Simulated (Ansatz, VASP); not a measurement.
**One calculation of CdO2, two programs**

File INCAR:

```
SYSTEM = CdO2
PREC = Accurate
ENCUT = 700
EDIFF = 1E-6
ISMEAR = -1
SIGMA = 0.1
LREAL = .False.
LASPH = .True.
NELM = 120
ALGO = Normal
ISIF = 2
LWAVE = .False.
LCHARG = .False.
GGA = PS
NBANDS = 23
GGA_COMPAT = .False.
```

Contents of KPOINTS:

```
Automatic mesh
0
Gamma
  3 3 2
  0 0 0
```

POSCAR

```
CdO2
1.0
    3.4762295800      0.0000000000      0.0000000000
   -1.7381147900      3.0105031257      0.0000000000
    0.0000000000      0.0000000000      4.1480760000
Cd O
1 2
Direct
    0.0000000000      0.0000000000      0.0000000000
    0.6666666667      0.3333333333      0.7557810000
    0.3333333333      0.6666666667      0.2442190000
```

Input for Ansatz:

```yaml
crystal:
  lattice:
    a: 3.47622958
    b: 3.47622958
    c: 4.148076
    alpha: 90.0
    beta: 90.0
    gamma: 120.0
  space_group: 164
  atoms:
    - { symbol: Cd, position: [0.0, 0.0, 0.0] }
    - { symbol: O, position: [0.6666666666666666, 0.3333333333333333, 0.755781] }
kpoints:
  mp_grid:
    grid: [3, 3, 2]
hamiltonian:
  xc: pbesol
scf:
  occupations:
    method: fermi_dirac
    width: 0.1
output:
  forces: true
  stress: true
```

Alike in both runs: task single point; functional PBEsol; k mesh 3 × 3 × 2; occupations fermi-dirac, width 0.1 eV; no spin polarisation.

|  | VASP | Ansatz |
| --- | --- | --- |
| version | VASP 6.6.1 | Ansatz 0.2.0 |
| potentials or method | VASP PAW PBE potentials, release 64 (Cd_sv_GW, O) | plane waves, PAW |
| plane-wave cutoff (eV) | 700 | 420 |
| valence electrons in the cell | 32 | 32 |

|  | VASP | Ansatz | Ansatz less VASP |
| --- | --- | --- | --- |
| pressure (GPa) | -10.8 | -10.7 | +0.13 |
| traceless stress, the component that is largest in VASP (GPa) | 2.27 | 2.38 | +0.115 |
| rms of the force components (eV/Å) | 0.180 | 0.185 | +0.0049 |

VASP's potentials were made for PBE, not for PBEsol. Atom by atom the forces differ by 0.005 eV/Å (rms over components).

The k mesh is coarse, so the values compare programs but aren't converged.
